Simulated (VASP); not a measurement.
# CaO (Fm-3m) in VASP: further runs

CaO is run at these levels: r2SCAN; tasks: relaxation of cell and atoms.

All numbers are computed with VASP 6.6.1; they aren't measurements. Logs are shortened: lines on timing, memory, paths and dates and some standing lists are left out, and cuts for length are marked.

### 1 The cell of the first run

It takes space group Fm-3m (No. 225, cubic). Conventional cell: a = 4.795 Å, b = 4.795 Å, c = 4.795 Å, α = 90.00°, β = 90.00°, γ = 90.00°. Within 3.2 Å of Ca (site symmetry m-3m) lie 6 O at 2.40 Å. O (site symmetry m-3m) has 6 Ca at 2.40 Å within 3.2 Å.

### 2 Relaxation of cell and atoms, r2SCAN, target pressure 2 GPa, at which the enthalpy is minimised

Contents of POSCAR:

```
CaO
1.0
    2.3974414048      2.3974414048      0.0000000000
   -2.3974414048      2.3974414048      0.0000000000
    0.0000000000      2.3974414048      2.3974414048
Ca O
1 1
Direct
    0.0000000000      0.0000000000      0.0000000000
    0.5000000000      0.5000000000      0.0000000000
```

Contents of INCAR.step1:

```
  ALGO = Normal
  EDIFF = 1E-4
  ENCUT = 600
  GGA = PE
  ISMEAR = 0
  LASPH = T
  LCHARG = F
  LREAL = F
  LWAVE = T
  NELM = 80
  PREC = Accurate
  SIGMA = 0.01
```

Contents of INCAR.step2:

```
  ALGO = Normal
  EDIFF = 1E-6
  EDIFFG = -0.002
  ENCUT = 600
  IBRION = 2
  ISIF = 3
  ISMEAR = 0
  ISTART = 1
  LASPH = T
  LCHARG = F
  LMIXTAU = T
  LREAL = F
  LWAVE = F
  METAGGA = R2SCAN
  NELM = 80
  NSW = 100
  PREC = Accurate
  PSTRESS = 20.0
  SIGMA = 0.01
```

Contents of KPOINTS:

```
k-points
0
Gamma
  8 8 8
```

Potentials or basis: VASP PAW PBE potentials, release 64 (Ca_sv, O).

Started as:

```
cat potpaw_PBE.64/Ca_sv/POTCAR potpaw_PBE.64/O/POTCAR > POTCAR
cp INCAR.step1 INCAR
mpirun -np 1 vasp_std > vasp.out
cp INCAR.step2 INCAR
mpirun -np 1 vasp_std > vasp.out
```

OUTCAR:

```text
EDIFF = 1E-6
   EDIFFG = -0.002
   ENCUT = 600
   IBRION = 2
   ISIF = 3
   ISMEAR = 0
   ISTART = 1
   LASPH = T
   LREAL = F
   METAGGA = R2SCAN
   NELM = 80
   NSW = 100
   PREC = Accurate
   PSTRESS = 20.0

 ion  position               nearest neighbor table
   1  0.000  0.000  0.000-   2 2.40   2 2.40   2 2.40   2 2.40   2 2.40   2 2.40
   2  0.500  0.500  0.000-   1 2.40   1 2.40   1 2.40   1 2.40   1 2.40   1 2.40

  LATTYP: Found a face centered cubic cell.
 ALAT       =     4.7948828096

  Lattice vectors:

 A1 = (   0.0000000000,   2.3974414048,   2.3974414048)
 A2 = (   2.3974414048,   0.0000000000,   2.3974414048)
 A3 = (   2.3974414048,   2.3974414048,   0.0000000000)

Analysis of symmetry for initial positions (statically):
=====================================================================
 Subroutine PRICEL returns:
 Original cell was already a primitive cell.

 Routine SETGRP: Setting up the symmetry group for a
 face centered cubic supercell.

 Subroutine GETGRP returns: Found 48 space group operations
 (whereof 48 operations were pure point group operations)
 out of a pool of 48 trial point group operations.

The static configuration has the point symmetry O_h .

Analysis of symmetry for dynamics (positions and initial velocities):
=====================================================================
 Subroutine PRICEL returns:
 Original cell was already a primitive cell.

 Routine SETGRP: Setting up the symmetry group for a
 face centered cubic supercell.

 Subroutine GETGRP returns: Found 48 space group operations
 (whereof 48 operations were pure point group operations)
 out of a pool of 48 trial point group operations.

The dynamic configuration has the point symmetry O_h .

 Subroutine INISYM returns: Found 48 space group operations
 (whereof 48 operations are pure point group operations),
 and found     1 'primitive' translations

----------------------------------------------------------------------------------------

                                     Primitive cell

  volume of cell :      27.5597

  direct lattice vectors                    reciprocal lattice vectors
     2.397441405  2.397441405  0.000000000     0.208555671  0.208555671 -0.208555671
    -2.397441405  2.397441405  0.000000000    -0.208555671  0.208555671 -0.208555671
     0.000000000  2.397441405  2.397441405     0.000000000  0.000000000  0.417111341

  length of vectors
     3.390494150  3.390494150  3.390494150     0.361229018  0.361229018  0.417111341

  position of ions in fractional coordinates (direct lattice)
     0.000000000  0.000000000  0.000000000
     0.500000000  0.500000000  0.000000000

  ion indices of the primitive-cell ions
   primitive index   ion index
                 1           1
                 2           2

----------------------------------------------------------------------------------------

 KPOINTS: k-points

Automatic generation of k-mesh.
 Grid dimensions read from file:
 generate k-points for:    8    8    8

 Generating k-lattice:

  Cartesian coordinates                     Fractional coordinates (reciprocal lattice)
     0.026069459  0.026069459 -0.026069459     0.125000000  0.000000000  0.000000000
    -0.026069459  0.026069459 -0.026069459     0.000000000  0.125000000  0.000000000
     0.000000000  0.000000000  0.052138918     0.000000000  0.000000000  0.125000000

  Length of vectors
     0.045153627  0.045153627  0.052138918

  Shift w.r.t. Gamma in fractional coordinates (k-lattice)
     0.000000000  0.000000000  0.000000000

 Subroutine IBZKPT returns following result:
 ===========================================

 Found     29 irreducible k-points:

 Following reciprocal coordinates:
            Coordinates               Weight
  0.000000  0.000000  0.000000      1.000000
  0.125000  0.000000  0.000000      8.000000
  0.250000  0.000000  0.000000      8.000000
  0.375000  0.000000  0.000000      8.000000
  0.500000  0.000000  0.000000      4.000000
  0.125000  0.125000  0.000000     12.000000
[... 16 lines left out ...]
  0.375000  0.250000  0.125000     48.000000
  0.500000  0.250000  0.125000     24.000000
 [... further k-points ...]
   k-points           NKPTS =     29   k-points in BZ     NKDIM =     29   number of bands    NBANDS=     12
   number of dos      NEDOS =    301   number of ions     NIONS =      2
   total plane-waves  NPLWV =  21952
   dimension x,y,z NGX =    28 NGY =   28 NGZ =   28
   dimension x,y,z NGXF=    56 NGYF=   56 NGZF=   56
   ions per type =               1   1
   NGX,Y,Z   is equivalent  to a cutoff of  13.73, 13.73, 13.73 a.u.
   NGXF,Y,Z  is equivalent  to a cutoff of  27.46, 27.46, 27.46 a.u.
 SYSTEM =  unknown system
   PREC   = accura    normal or accurate (medium, high low for compatibility)
   ISTART =      1    job   : 0-new  1-cont  2-samecut
   ICHARG =      0    charge: 1-file 2-atom 10-const
   ISPIN  =      1    spin polarized calculation?
   LNONCOLLINEAR =      F non collinear calculations
   LSORBIT =      F    spin-orbit coupling
   LASPH  =      T    aspherical Exc in radial PAW
   ENCUT  =  600.0 eV  44.10 Ry    6.64 a.u.   6.77  6.77  6.77*2*pi/ulx,y,z
   NELM   =     80;   NELMIN=  2; NELMDL=  0     # of ELM steps
   EDIFF  = 0.1E-05   stopping-criterion for ELM
   LREAL  =      F    real-space projection
   EDIFFG = -.2E-02   stopping-criterion for IOM
   NSW    =    100    number of steps for IOM
   IBRION =      2    ionic relax: 0-MD 1-quasi-New 2-CG
   NFREE  =      1    steps in history (QN), initial steepest desc. (CG)
   ISIF   =      3    stress and relaxation
   ISYM   =      2    0-nonsym 1-usesym 2-fastsym
   POTIM  = 0.5000    time-step for ionic-motion
   TEBEG  =    0.0;   TEEND  =   0.0 temperature during run
   PSTRESS=   20.0 pullay stress
   NELECT =      16.0000    total number of electrons
   NUPDOWN=      -1.0000    fix difference up-down
   EMIN   =  10.00;   EMAX   =-10.00  energy-range for DOS
   EFERMI =   0.00;   METHOD = LEGACY
   ISMEAR =     0;   SIGMA  =   0.01  broadening in eV -4-tet -1-fermi 0-gaus
   EFERMI_NEDOS =   21; number of points for ismear=-14 and -15
   IALGO  =     38    algorithm
   IMIX   =      4    mixing-type and parameters
     AMIX     =   0.40;   BMIX     =  1.00
     AMIX_MAG =   1.60;   BMIX_MAG =  1.00
  volume/ion in A,a.u.               =      13.78        92.99
  Fermi-wavevector in a.u.,A,eV,Ry     =   1.365705  2.580808 25.376900  1.865150
  Thomas-Fermi vector in A             =   2.491910
   LORBIT       =      0    0 simple, 1 ext, 2 COOP (PROOUT), +10 PAW based schemes
   METAGGA = R2SCAN    functional components
   LHFCALC =     F    Hartree Fock is set to
   AEXX    =    0.0000 exact exchange contribution
   IVDW    =     0    specifies the selected vdW correction
   LEPSILON=     F    determine dielectric tensor
   LRPA    =     F    only Hartree local field effects (RPA)
 conjugate gradient relaxation of ions
 non-spin polarized calculation
 Gauss-broadening in eV      SIGMA  =   0.01
  energy-cutoff  :      600.00
  volume of cell :       27.56
 maximum number of plane-waves:       941
   NGX = 13   NGY = 13   NGZ = 13

--------------------------------------- Ionic step        1  -------------------------------------------

 number of electron      15.9999997 magnetization

 Free energy of the ion-electron system (eV)
  ---------------------------------------------------
  ext. energy  EPLUGINS =         0.00000000
  ---------------------------------------------------
  free energy    TOTEN  =       -19.45668066 eV

  energy without entropy =      -19.45668066  energy(sigma->0) =      -19.45668066

------------------------ aborting loop because EDIFF is reached ----------------------------------------

  FORCE on cell =-STRESS in cart. coord.  units (eV):
  Direction    XX          YY          ZZ          XY          YZ          ZX
  --------------------------------------------------------------------------------------
  -------------------------------------------------------------------------------------
  Total        0.1696335      0.1696335      0.1696335      0.0000000      0.0000000     -0.0000000
  in kB        9.8616210      9.8616210      9.8616210      0.0000000      0.0000000     -0.0000000
  external PRESSURE =     -10.1383790 kB  Pullay stress =      20.0000000 kB
[... 61 lines left out ...]
  enthalpy is  TOTEN    =       -19.1132765407 eV   P V=        0.3397043590

--------------------------------------- Ionic step        3  -------------------------------------------

 number of electron      15.9999997 magnetization

 Free energy of the ion-electron system (eV)
  ---------------------------------------------------
  ext. energy  EPLUGINS =         0.00000000
  ---------------------------------------------------
  free energy    TOTEN  =       -19.45446572 eV

  energy without entropy =      -19.45446572  energy(sigma->0) =      -19.45446572

 E-fermi :   2.1690     XC(G=0): -11.1586

 val. band max:        2.1041350058   @ k =   0.0000   0.0000   0.0000
 cond. band min:       6.2889671250   @ k =   0.5000   0.5000   0.0000
 fundamental gap:      4.1848321191
 Fermi energy:         2.1689548579

 k-point     1 :       0.0000    0.0000    0.0000
  band No.  band energies     occupation
      1     -36.8840      2.00000
      2     -16.7645      2.00000
      3     -16.7645      2.00000
      4     -16.7644      2.00000
      5     -14.4008      2.00000
      6       2.1041      2.00000
      7       2.1041      2.00000
      8       2.1041      2.00000
      9       7.6686      0.00000
     10       8.9981      0.00000
     11       8.9981      0.00000
     12       8.9981      0.00000
[... 331 lines left out ...]
 k-point    24 :       0.5000    0.2500    0.1250
  band No.  band energies     occupation
      1     -36.7583      2.00000
      2     -17.7871      2.00000
      3     -17.0124      2.00000
      4     -16.8949      2.00000
      5     -13.3698      2.00000
      6       0.0546      2.00000
      7       0.9707      2.00000
      8       1.0291      2.00000
      9       9.5495      0.00000
     10       9.6393      0.00000
     11      11.6526      0.00000
     12      11.9011      0.00000

 [... further k-points ...]

------------------------ aborting loop because EDIFF is reached ----------------------------------------

  FORCE on cell =-STRESS in cart. coord.  units (eV):
  Direction    XX          YY          ZZ          XY          YZ          ZX
  --------------------------------------------------------------------------------------
  -------------------------------------------------------------------------------------
  Total        0.3445916      0.3445916      0.3445916      0.0000000     -0.0000000      0.0000000
  in kB       20.2095315     20.2095315     20.2095315      0.0000000     -0.0000000      0.0000000
  external PRESSURE =       0.2095315 kB  Pullay stress =      20.0000000 kB
[... 17 lines left out ...]
  FREE ENERGIE OF THE ION-ELECTRON SYSTEM (eV)
  ---------------------------------------------------
  free  energy   TOTEN  =       -19.4544657182 eV

  energy  without entropy=      -19.4544657182  energy(sigma->0) =      -19.45446572

  enthalpy is  TOTEN    =       -19.1134468688 eV   P V=        0.3410188494

 reached required accuracy - stopping structural energy minimisation
```

It took 70 s on 1 thread of Intel Xeon 6975P-C (Granite Rapids), shared host; peak memory 0.18 GiB.

Results:

* Free energy: -19.4545 eV
* Relaxed volume: 13.66 Å³/atom
* Relaxed cell: a = 3.381 Å, b = 3.381 Å, c = 3.381 Å, α = 60.00°, β = 60.00°, γ = 90.00°
* Space group after relaxing (to 0.1 Å): Fm-3m (No. 225)
* Energy change on relaxing (the run minimises the enthalpy): +1.1 meV/atom
* Ionic steps: 3
* Pressure after relaxing: 2.0 GPa
* Band gap on the k mesh: 4.18 eV (least direct gap 4.55 eV)

The path:
| step | energy change (eV) | largest force (eV/Å) | pressure (GPa) | volume (Å³) |
| --- | --- | --- | --- | --- |
| 1 | 0.0000 | 0.0000 | 0.99 | 27.56 |
| 2 | 0.0037 | 0.0000 | 2.51 | 27.21 |
| 3 | 0.0022 | 0.0000 | 2.02 | 27.32 |

Final structure:
```xyz
2
Lattice="2.3904 2.3904 0.0000 -2.3904 2.3904 0.0000 0.0000 2.3904 2.3904" Properties=species:S:1:pos:R:3 pbc="T T T"
Ca    0.0000    2.3904    2.3904
O     0.0000    2.3904    0.0000
```

Levels at points of the mesh, in eV from the valence-band top:
| k point | band 5 | band 6 | band 7 | band 8 | band 9 | band 10 | band 11 | band 12 |
| --- | --- | --- | --- | --- | --- | --- | --- | --- |
| (0.00, 0.00, 0.00) | -16.50 | 0.00 | 0.00 | 0.00 | 5.56 | 6.89 | 6.89 | 6.89 |
| (0.50, 0.00, 0.00) | -15.15 | -2.64 | -1.23 | -1.23 | 7.77 | 9.14 | 9.14 | 9.34 |
| (0.50, 0.50, 0.00) | -16.29 | -1.29 | -0.37 | -0.37 | 4.18 | 8.88 | 9.72 | 10.35 |

Caveat: the cell is relaxed towards a set pressure, so the run minimises the enthalpy, not the energy; the PAW data sets were made with another functional, which shifts forces and pressure a little.

(Part 1 of 2 ends here.)
